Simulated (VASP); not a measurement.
Write the native input for VASP 6.6.1 that does the following.

```yaml
Task: single point
Functional: LDA
Potentials_or_basis: VASP PAW LDA potentials, release 64 (Ga_d, O)
Cutoff: 600 eV
k_mesh: 6 × 6 × 6
Occupations: gaussian, width 0.02 eV
Spin: no spin polarisation
Dipole_correction: no
Further_INCAR_settings: ALGO = Normal; EDIFF = 1e-06; NBANDS = 55
```

The structure of Ga2O3 lies in POSCAR:

```
Ga2O3
1.0
    2.4997249986      1.4432169008      4.5003166700
   -2.4997249986      1.4432169008      4.5003166700
    0.0000000000     -2.8864338017      4.5003166700
Ga O
4 6
Direct
    0.8555495355      0.8555495355      0.8555495355
    0.6444504645      0.6444504645      0.6444504645
    0.1444504645      0.1444504645      0.1444504645
    0.3555495355      0.3555495355      0.3555495355
    0.0527655192      0.4472344808      0.7500000000
    0.7500000000      0.0527655192      0.4472344808
    0.4472344808      0.7500000000      0.0527655192
    0.9472344808      0.5527655192      0.2500000000
    0.2500000000      0.9472344808      0.5527655192
    0.5527655192      0.2500000000      0.9472344808
```

One way to write it, as run:

INCAR

```
PREC     = Accurate       # precision mode
ENCUT    = 600            # plane-wave cutoff, eV
EDIFF    = 1E-6           # SCF threshold, eV
ISMEAR   = 0              # smearing method
SIGMA    = 0.02           # smearing width, eV
LREAL    = False          # projectors in reciprocal space
LASPH    = True           # aspherical terms in the spheres
NELM     = 120            # most SCF steps
ALGO     = Normal         # electronic algorithm
ISIF     = 2              # what is computed and relaxed
LWAVE    = False          # write WAVECAR
LCHARG   = False          # write CHGCAR
NBANDS   = 55             # bands
GGA_COMPAT= False
```

KPOINTS

```
Automatic mesh
0
Gamma
  6 6 6
```

Potentials or basis: VASP PAW LDA potentials, release 64 (Ga_d, O).

The run is started by

```sh
$ cat potpaw_LDA.64/Ga_d/POTCAR potpaw_LDA.64/O/POTCAR > POTCAR
$ mpirun -np 1 vasp_std > vasp.out
```

It gave:

The pressure is -6.0 GPa. The largest force is 0.022 eV/Å. The band gap on the k mesh is 2.69 eV (least direct gap 2.94 eV).

Caveat: the cell stands under tension.

It took 5.8 min on 1 thread of Intel(R) Xeon(R) Platinum 8488C (Sapphire Rapids), on a shared host, peak memory 0.34 GiB.
